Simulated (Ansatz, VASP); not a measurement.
**Two plane-wave programs on ZnS**

Contents of POSCAR:

```
ZnS
1.0
    3.8867640791      0.0000000000      0.0000000000
   -1.9433820395      3.3660364310      0.0000000000
    0.0000000000      0.0000000000     19.0565534549
Zn S
6 6
Direct
    0.3333333333      0.6666666667      0.8333300000
    0.6666666667      0.3333333333      0.3333300000
    0.6666666667      0.3333333333      0.6666700000
    0.3333333333      0.6666666667      0.1666700000
    0.0000000000      0.0000000000      0.5000000000
    0.0000000000      0.0000000000      0.0000000000
    0.3333333333      0.6666666667      0.9583300000
    0.6666666667      0.3333333333      0.4583300000
    0.6666666667      0.3333333333      0.7916700000
    0.3333333333      0.6666666667      0.2916700000
    0.0000000000      0.0000000000      0.6250000000
    0.0000000000      0.0000000000      0.1250000000
```

Contents of INCAR.step1:

```
ALGO     = Normal         # electronic algorithm
EDIFF    = 1E-4           # SCF threshold, eV
ENCUT    = 520            # plane-wave cutoff, eV
GGA      = PE             # functional
ISMEAR   = -1             # smearing method
LASPH    = True           # aspherical terms in the spheres
LCHARG   = False          # write CHGCAR
LREAL    = False          # projectors in reciprocal space
LWAVE    = True           # write WAVECAR
NBANDS   = 66             # bands
NELM     = 60             # most SCF steps
PREC     = Accurate       # precision mode
SIGMA    = 0.05           # smearing width, eV
```

Contents of INCAR.step2:

```
ALGO     = Normal         # electronic algorithm
BPARAM   = 11.95        
CPARAM   = 0.0093       
EDIFF    = 1E-6           # SCF threshold, eV
ENCUT    = 520            # plane-wave cutoff, eV
ISIF     = 2              # what is computed and relaxed
ISMEAR   = -1             # smearing method
ISTART   = 1            
IVDW_NL  = 2            
LASPH    = True           # aspherical terms in the spheres
LCHARG   = True           # write CHGCAR
LELF     = True           # ELF
LMIXTAU  = True         
LREAL    = False          # projectors in reciprocal space
LUSE_VDW = True         
LVHAR    = True         
LWAVE    = False          # write WAVECAR
METAGGA  = R2SCAN         # meta-GGA
NBANDS   = 66             # bands
NELM     = 60             # most SCF steps
PREC     = Accurate       # precision mode
SIGMA    = 0.05           # smearing width, eV
```

File KPOINTS:

```
k-points
0
Gamma
  8 8 2
```

The input input.yaml:

```yaml
crystal:
  lattice:
    - [3.8867640791, 0.0, 0.0]
    - [-1.9433820395, 3.366036431, 0.0]
    - [0.0, 0.0, 19.0565534549]
  atoms:
    - { symbol: Zn, position: [0.3333333333, 0.6666666667, 0.83333] }
    - { symbol: Zn, position: [0.6666666667, 0.3333333333, 0.33333] }
    - { symbol: Zn, position: [0.6666666667, 0.3333333333, 0.66667] }
    - { symbol: Zn, position: [0.3333333333, 0.6666666667, 0.16667] }
    - { symbol: Zn, position: [0.0, 0.0, 0.5] }
    - { symbol: Zn, position: [0.0, 0.0, 0.0] }
    - { symbol: S, position: [0.3333333333, 0.6666666667, 0.95833] }
    - { symbol: S, position: [0.6666666667, 0.3333333333, 0.45833] }
    - { symbol: S, position: [0.6666666667, 0.3333333333, 0.79167] }
    - { symbol: S, position: [0.3333333333, 0.6666666667, 0.29167] }
    - { symbol: S, position: [0.0, 0.0, 0.625] }
    - { symbol: S, position: [0.0, 0.0, 0.125] }
hamiltonian:
  xc: r2scan
  pseudopotentials: { kind: paw }
  dispersion: rvv10
kpoints:
  mp_grid: { grid: [8, 8, 2] }
scf:
  occupations: { method: fermi_dirac, width: 0.05 }
output:
  forces: true
  stress: true
  eigenvalues: true
```

Alike in both runs: task single point; functional r2SCAN; dispersion rVV10; k mesh 8 × 8 × 2; occupations fermi-dirac, width 0.05 eV; no spin polarisation.

```csv
,VASP,Ansatz
version,VASP 6.6.1,Ansatz 0.2.0
potentials or method,"VASP PAW PBE potentials, release 64 (Zn, S)",Ansatz PAW
plane-wave cutoff (eV),520,500
valence electrons in the cell,108,108
```

|  | VASP | Ansatz | Ansatz less VASP |
| --- | --- | --- | --- |
| gap on the k mesh at the Fermi level (eV) | 2.41 | 2.40 | -0.006 |
| least direct gap on the mesh (eV) | 2.41 | 2.40 | -0.006 |
| pressure (GPa) | -4.9 | -5.0 | -0.05 |
| rms of the force components (eV/Å) | 0.010 | 0.008 | -0.0017 |

VASP's potentials were made for PBE, not for r2SCAN. Atom by atom the forces differ by 0.006 eV/Å (rms over components).
